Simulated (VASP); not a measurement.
SiSnGe2, 4 atoms in the cell. The structure is tetragonal, space group P-4m2 (No. 115). The conventional cell has a = 4.113 Å, b = 4.113 Å, c = 5.835 Å, α = 90.00°, β = 90.00°, γ = 90.00°. Si (site symmetry -4m2) has 4 Ge at 2.44 Å within 3.2 Å. Sn (site symmetry -4m2) has 4 Ge at 2.61 Å within 3.4 Å. Within 3.2 Å of Ge (site symmetry 2mm) lie 2 Si at 2.44 Å and 2 Sn at 2.61 Å. 

```yaml
Program: VASP 6.6.1
Task: single point
Functional: PBEsol
Potentials_or_basis: VASP PAW PBE potentials, release 64 (Si, Sn_d, Ge_d)
Cutoff: 520 eV
k_mesh: 6 × 6 × 4
Occupations: gaussian, width 0.1 eV
Spin: no spin polarisation
Dipole_correction: no
Further_INCAR_settings: ALGO = Normal; EDIFF = 1e-06; NBANDS = 31
```

Potentials or basis: VASP PAW PBE potentials, release 64 (Si, Sn_d, Ge_d).

Run with:

```console
$ cat potpaw_PBE.64/Si/POTCAR potpaw_PBE.64/Sn_d/POTCAR potpaw_PBE.64/Ge_d/POTCAR > POTCAR
$ mpirun -np 1 vasp_std > vasp.out
```

Hardware: 1 thread of Intel(R) Xeon(R) 6975P-C (Granite Rapids), with other jobs on the host.

Task: How long does it take, and how much memory?

Result: Run time: 32 s on 1 thread of Intel(R) Xeon(R) 6975P-C (Granite Rapids) (shared host), peak memory 0.26 GiB. Counts: scf iterations 12, k points 30.
